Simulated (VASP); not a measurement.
Write the native input for VASP 6.6.1 that does the following.

- Task: single point
- Functional: PBEsol
- Dispersion: D4
- Potentials or basis: VASP PAW PBE potentials, release 64 (Te, Pb_d)
- Cutoff: 500 eV
- k mesh: 3 × 3 × 3
- Occupations: gaussian, width 0.01 eV
- Spin: no spin polarisation
- Dipole correction: no
- Further INCAR settings: ALGO = Normal; EDIFF = 1e-06; NBANDS = 17

The structure of TePb lies in POSCAR:

```
TePb
1.0
    0.0000000000      3.2310000000      3.2310000000
    3.2310000000      0.0000000000      3.2310000000
    3.2310000000      3.2310000000      0.0000000000
Te Pb
1 1
Direct
    0.5000000000      0.5000000000      0.5000000000
    0.0000000000      0.0000000000      0.0000000000
```

These files were run (other wordings do the same):

INCAR

```
  PREC = Accurate
  ENCUT = 500
  EDIFF = 1E-6
  ISMEAR = 0
  SIGMA = 0.01
  LREAL = F
  LASPH = T
  NELM = 120
  ALGO = Normal
  ISIF = 2
  LWAVE = F
  LCHARG = F
  GGA = PS
  IVDW = 13
  NBANDS = 17
  GGA_COMPAT = F
```

KPOINTS

```
Automatic mesh
0
Gamma
  3 3 3
```

Potentials or basis: VASP PAW PBE potentials, release 64 (Te, Pb_d).

The run is started by

```bash
$ cat potpaw_PBE.64/Te/POTCAR potpaw_PBE.64/Pb_d/POTCAR > POTCAR
$ mpirun -np 1 vasp_std > vasp.out
```

Results of the run:

```
Pressure                   : -1.6 GPa
Dispersion energy per atom : -0.253 eV
```

Caveat: the k points lie up to 0.56 Å⁻¹ apart; the PAW data sets were made with another functional, which shifts forces and pressure a little.

Wall time 9.9 s on 1 thread of AMD EPYC 9R45 (Zen 5), with other jobs on the host, peak memory 0.16 GiB.
